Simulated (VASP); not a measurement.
# Ti12Si in VASP: single point with PBE+D3(BJ)

Aim: the single point of Ti12Si with PBE+D3(BJ).

Everything below comes from runs of VASP 6.6.1. Logs are shortened: lines on timing, memory, paths and dates and some standing lists are left out, and cuts for length are marked.

## 1. The cell of the first run

The cell holds a slab with vacuum, 13 atoms: a = 5.710 Å, b = 5.710 Å, c = 21.593 Å, α = 90.00°, β = 90.00°, γ = 120.00°.

## 2. Single point, PBE+D3(BJ)

Input file INCAR:

```
ALGO = Normal
DIPOL = 0.5 0.5 0.308
EDIFF = 1E-6
ENCUT = 520
GGA = PE
IDIPOL = 3
ISIF = 2
ISMEAR = 0
IVDW = 12
LASPH = True
LCHARG = False
LDIPOL = True
LREAL = False
LWAVE = False
NBANDS = 86
NELM = 100
PREC = Accurate
SIGMA = 0.1
```

Input file KPOINTS:

```
k-points
0
Gamma
  6 6 1
```

Input file POSCAR:

```
Ti12Si
1.0
    5.7099611434      0.0000000000      0.0000000000
   -2.8549805717      4.9449714048      0.0000000000
    0.0000000000      0.0000000000     21.5932633302
Ti Si
12 1
Direct
    0.3333333333      0.1666666667      0.1852429593
    0.3333333333      0.6666666667      0.1852429593
    0.8333333333      0.1666666667      0.1852429593
    0.8333333333      0.6666666667      0.1852429593
    0.1666666667      0.3333333333      0.2894365806
    0.1666666667      0.8333333333      0.2894365806
    0.6666666667      0.3333333333      0.2894365806
    0.6666666667      0.8333333333      0.2894365806
    0.0000000000      0.0000000000      0.3933293083
    0.0000000000      0.5000000000      0.3933293083
    0.5000000000      0.0000000000      0.3933293083
    0.5000000000      0.5000000000      0.3933293083
    0.0000000000      0.2500000000      0.5368926018
```

Potentials or basis: VASP PAW PBE potentials, release 64 (Ti_sv, Si).

The run is started by

```sh
$ cat potpaw_PBE.64/Ti_sv/POTCAR potpaw_PBE.64/Si/POTCAR > POTCAR
$ mpirun -np 1 vasp_std > vasp.out
```

OUTCAR:

```text
EDIFF = 1E-6
   ENCUT = 520
   GGA = PE
   ISIF = 2
   ISMEAR = 0
   IVDW = 12
   LASPH = True
   LREAL = False
   NELM = 100
   PREC = Accurate
 IVDW          = 12

 ion  position               nearest neighbor table
   1  0.333  0.167  0.185-   5 2.79   6 2.79   7 2.79   4 2.85   2 2.85   2 2.85   4 2.85   3 2.85
                             3 2.85
   2  0.333  0.667  0.185-   6 2.79   5 2.79   8 2.79   3 2.85   1 2.85   1 2.85   3 2.85   4 2.85
                             4 2.85
   3  0.833  0.167  0.185-   7 2.79   8 2.79   5 2.79   4 2.85   2 2.85   4 2.85   2 2.85   1 2.85
                             1 2.85
   4  0.833  0.667  0.185-   8 2.79   7 2.79   6 2.79   3 2.85   1 2.85   3 2.85   1 2.85   2 2.85
                             2 2.85
   5  0.167  0.333  0.289-   9 2.78  12 2.78  10 2.78   1 2.79   2 2.79   3 2.79   8 2.85   6 2.85
                             6 2.85   8 2.85   7 2.85   7 2.85
   6  0.167  0.833  0.289-  10 2.78  11 2.78   9 2.78   2 2.79   1 2.79   4 2.79   7 2.85   5 2.85
                             5 2.85   7 2.85   8 2.85   8 2.85
   7  0.667  0.333  0.289-  11 2.78  10 2.78  12 2.78   3 2.79   4 2.79   1 2.79   8 2.85   6 2.85
                             8 2.85   6 2.85   5 2.85   5 2.85
   8  0.667  0.833  0.289-  12 2.78   9 2.78  11 2.78   4 2.79   3 2.79   2 2.79   7 2.85   5 2.85
                             7 2.85   5 2.85   6 2.85   6 2.85
   9  0.000  0.000  0.393-   5 2.78   8 2.78   6 2.78  10 2.85  12 2.85  10 2.85  12 2.85  11 2.85
                            11 2.85
  10  0.000  0.500  0.393-   6 2.78   7 2.78   5 2.78   9 2.85  11 2.85   9 2.85  11 2.85  12 2.85
                            12 2.85
  11  0.500  0.000  0.393-   7 2.78   6 2.78   8 2.78  10 2.85  12 2.85  12 2.85  10 2.85   9 2.85
                             9 2.85
  12  0.500  0.500  0.393-   8 2.78   5 2.78   7 2.78   9 2.85  11 2.85  11 2.85   9 2.85  10 2.85
                            10 2.85
  13  0.000  0.250  0.537-

  LATTYP: Found a hexagonal cell.
 ALAT       =     5.7099611434
 C/A-ratio  =     3.7816830602

  Lattice vectors:

 A1 = (   5.7099611434,   0.0000000000,   0.0000000000)
 A2 = (  -2.8549805717,   4.9449714048,   0.0000000000)
 A3 = (   0.0000000000,   0.0000000000,  21.5932633302)

Analysis of symmetry for initial positions (statically):
=====================================================================
 Subroutine PRICEL returns:
 Original cell was already a primitive cell.

 Routine SETGRP: Setting up the symmetry group for a
 hexagonal supercell.

 Subroutine GETGRP returns: Found  2 space group operations
 (whereof  1 operations were pure point group operations)
 out of a pool of 24 trial point group operations.

The static configuration has the point symmetry C_1 .
 The point group associated with its full space group is C_1h.

Analysis of symmetry for dynamics (positions and initial velocities):
=====================================================================
 Subroutine PRICEL returns:
 Original cell was already a primitive cell.

 Routine SETGRP: Setting up the symmetry group for a
 hexagonal supercell.

 Subroutine GETGRP returns: Found  2 space group operations
 (whereof  1 operations were pure point group operations)
 out of a pool of 24 trial point group operations.

The dynamic configuration has the point symmetry C_1 .
 The point group associated with its full space group is C_1h.

 Subroutine INISYM returns: Found  2 space group operations
 (whereof  1 operations are pure point group operations),
 and found     1 'primitive' translations

----------------------------------------------------------------------------------------

                                     Primitive cell

  volume of cell :     609.6986

  direct lattice vectors                    reciprocal lattice vectors
     5.709961143  0.000000000  0.000000000     0.175132540  0.101112819  0.000000000
    -2.854980572  4.944971405  0.000000000     0.000000000  0.202225639  0.000000000
     0.000000000  0.000000000 21.593263330     0.000000000  0.000000000  0.046310740

  length of vectors
     5.709961143  5.709961143 21.593263330     0.202225639  0.202225639  0.046310740

  position of ions in fractional coordinates (direct lattice)
     0.333333333  0.166666667  0.185242959
     0.333333333  0.666666667  0.185242959
     0.833333333  0.166666667  0.185242959
     0.833333333  0.666666667  0.185242959
     0.166666667  0.333333333  0.289436581
     0.166666667  0.833333333  0.289436581
     0.666666667  0.333333333  0.289436581
[... 53 lines left out ...]
  0.000000  0.166667  0.000000      4.000000
  0.333333  0.000000  0.000000      2.000000
  0.000000  0.333333  0.000000      4.000000
  0.500000  0.000000  0.000000      1.000000
  0.000000  0.500000  0.000000      2.000000
  0.166667  0.166667  0.000000      4.000000
 -0.166667  0.333333  0.000000      2.000000
  0.333333  0.166667  0.000000      4.000000
 -0.166667  0.500000  0.000000      4.000000
  0.500000  0.333333  0.000000      4.000000
  0.333333  0.333333  0.000000      2.000000
   k-points           NKPTS =     13   k-points in BZ     NKDIM =     13   number of bands    NBANDS=     86
   number of dos      NEDOS =    301   number of ions     NIONS =     13
   total plane-waves  NPLWV = 285768
   dimension x,y,z NGX =    42 NGY =   42 NGZ =  162
   dimension x,y,z NGXF=    84 NGYF=   84 NGZF=  324
   ions per type =              12   1
   NGX,Y,Z   is equivalent  to a cutoff of  12.23, 12.23, 12.47 a.u.
   NGXF,Y,Z  is equivalent  to a cutoff of  24.46, 24.46, 24.94 a.u.
 SYSTEM =  unknown system
   PREC   = accura    normal or accurate (medium, high low for compatibility)
   ISTART =      0    job   : 0-new  1-cont  2-samecut
   ICHARG =      2    charge: 1-file 2-atom 10-const
   ISPIN  =      1    spin polarized calculation?
   LNONCOLLINEAR =      F non collinear calculations
   LSORBIT =      F    spin-orbit coupling
   LASPH  =      T    aspherical Exc in radial PAW
   ENCUT  =  520.0 eV  38.22 Ry    6.18 a.u.  10.62 10.62 40.15*2*pi/ulx,y,z
   NELM   =    100;   NELMIN=  2; NELMDL= -5     # of ELM steps
   EDIFF  = 0.1E-05   stopping-criterion for ELM
   LREAL  =      F    real-space projection
   EDIFFG = 0.1E-04   stopping-criterion for IOM
   NSW    =      0    number of steps for IOM
   IBRION =     -1    ionic relax: 0-MD 1-quasi-New 2-CG
   NFREE  =      0    steps in history (QN), initial steepest desc. (CG)
   ISIF   =      2    stress and relaxation
   ISYM   =      2    0-nonsym 1-usesym 2-fastsym
   POTIM  = 0.5000    time-step for ionic-motion
   TEBEG  =    0.0;   TEEND  =   0.0 temperature during run
   PSTRESS=    0.0 pullay stress
   NELECT =     148.0000    total number of electrons
   NUPDOWN=      -1.0000    fix difference up-down
   EMIN   =  10.00;   EMAX   =-10.00  energy-range for DOS
   EFERMI =   0.00;   METHOD = LEGACY
   ISMEAR =     0;   SIGMA  =   0.10  broadening in eV -4-tet -1-fermi 0-gaus
   EFERMI_NEDOS =   21; number of points for ismear=-14 and -15
   IALGO  =     38    algorithm
   IMIX   =      4    mixing-type and parameters
     AMIX     =   0.40;   BMIX     =  1.00
     AMIX_MAG =   1.60;   BMIX_MAG =  1.00
  volume/ion in A,a.u.               =      46.90       316.50
  Fermi-wavevector in a.u.,A,eV,Ry     =   1.021230  1.929845 14.189668  1.042911
  Thomas-Fermi vector in A             =   2.154843
   LORBIT       =      0    0 simple, 1 ext, 2 COOP (PROOUT), +10 PAW based schemes
   GGA     = PE    functional components
   LHFCALC =     F    Hartree Fock is set to
   AEXX    =    0.0000 exact exchange contribution
   IVDW    =    12    specifies the selected vdW correction
   LEPSILON=     F    determine dielectric tensor
   LRPA    =     F    only Hartree local field effects (RPA)
 non-spin polarized calculation
 Gauss-broadening in eV      SIGMA  =   0.10
  energy-cutoff  :      520.00
  volume of cell :      609.70
 maximum number of plane-waves:     16485
   NGX = 21   NGY = 21   NGZ = 81

 dipolmoment           0.000000      0.000000      0.004350 electrons x Angstroem

 number of electron     147.9999946 magnetization

 dipolmoment           0.000000      0.000000     -0.021866 electrons x Angstroem

 Free energy of the ion-electron system (eV)
  ---------------------------------------------------
  ext. energy  EPLUGINS =         0.00000000
  ---------------------------------------------------
  free energy    TOTEN  =       -89.96779554 eV

  energy without entropy =      -89.85129469  energy(sigma->0) =      -89.90954511

 E-fermi :   0.2844     XC(G=0):  -5.2873

 val. band max:        0.2775442142   @ k =   0.0000   0.5000   0.0000
 cond. band min:       0.2866484849   @ k =  -0.1667   0.5000   0.0000
 fundamental gap:      0.0091042707
 Fermi energy:         0.2843543744

 k-point     1 :       0.0000    0.0000    0.0000
  band No.  band energies     occupation
      1     -56.5646      2.00000
      2     -56.4872      2.00000
      3     -56.4729      2.00000
      4     -56.4438      2.00000
      5     -56.4307      2.00000
      6     -56.3811      2.00000
[... 1146 lines left out ...]
     85       0.8605      0.00000
     86       1.0457      0.00000

------------------------ aborting loop because EDIFF is reached ----------------------------------------

 vacuum level on the upper side and lower side of the slab       (xc-potential included)        -0.325        -0.156

 Edisp (eV)   -5.54463

 E8    (eV) :    -2.7237

  FORCE on cell =-STRESS in cart. coord.  units (eV):
  Direction    XX          YY          ZZ          XY          YZ          ZX
  --------------------------------------------------------------------------------------
  -------------------------------------------------------------------------------------
  Total      -2.95882    -3.27560    -7.14676     0.27434     0.02783     0.04820
  in kB      -7.77525    -8.60769   -18.78038     0.72091     0.07313     0.12666
  external pressure =      -11.72 kB  Pullay stress =        0.00 kB

 VOLUME and BASIS-vectors are now :
 -----------------------------------------------------------------------------
  energy-cutoff  :      520.00
  volume of cell :      609.70
      direct lattice vectors                 reciprocal lattice vectors
     5.709961143  0.000000000  0.000000000     0.175132540  0.101112819  0.000000000
    -2.854980572  4.944971405  0.000000000     0.000000000  0.202225639  0.000000000
     0.000000000  0.000000000 21.593263330     0.000000000  0.000000000  0.046310740

 POSITION                                       TOTAL-FORCE (eV/Angst)
 -----------------------------------------------------------------------------------
      1.42749      0.82416      4.00000         0.013993     -0.013235      0.083309
     -0.00000      3.29665      4.00000        -0.004466      0.018736      0.083309
      4.28247      0.82416      4.00000        -0.017238     -0.009952      0.062816
      2.85498      3.29665      4.00000         0.004522      0.002611      0.065557
      0.00000      1.64832      6.24988         0.066962      0.038660     -0.277586
     -1.42749      4.12081      6.24988         0.013900      0.008025     -0.246930
      2.85498      1.64832      6.24988        -0.042307      0.008834     -0.212493
      1.42749      4.12081      6.24988        -0.013503     -0.041056     -0.212493
      0.00000      0.00000      8.49326        -0.189848      0.340157      0.907492
     -1.42749      2.47249      8.49326         0.199661     -0.334492      0.907492
      2.85498      0.00000      8.49326         0.149270      0.086181      0.665923
      1.42749      2.47249      8.49326        -0.209992     -0.121239      0.695160
     -0.71375      1.23624     11.59326         0.029047      0.016770     -2.521555
 -----------------------------------------------------------------------------------
    total drift:                                0.000058      0.000033     -0.001032

  FREE ENERGIE OF THE ION-ELECTRON SYSTEM (eV)
  ---------------------------------------------------
  free  energy   TOTEN  =       -95.5124233657 eV

  energy  without entropy=      -95.3959225214  energy(sigma->0) =      -95.45417294

 vacuum level on the upper side and lower side of the slab         4.561         4.739
```

It took 46 min on 1 thread of Intel Xeon Platinum 8488C (Sapphire Rapids), shared host; peak memory 0.86 GiB.

What came out:

| Item | Value |
| --- | --- |
| Free energy | -95.5124 eV |
| Largest force | 2.522 eV/Å |
| Band gap on the k mesh | zero (bands 74 and 75 overlap by 0.69 eV) |
| Dispersion energy per atom | -0.427 eV |

Forces in eV/Å, atoms in the order of the input:
```
Ti   0.014 -0.013  0.083
Ti  -0.004  0.019  0.083
Ti  -0.017 -0.010  0.063
Ti   0.005  0.003  0.066
Ti   0.067  0.039 -0.278
Ti   0.014  0.008 -0.247
Ti  -0.042  0.009 -0.212
Ti  -0.014 -0.041 -0.212
Ti  -0.190  0.340  0.907
Ti   0.200 -0.334  0.907
Ti   0.149  0.086  0.666
Ti  -0.210 -0.121  0.695
Si   0.029  0.017 -2.522
```
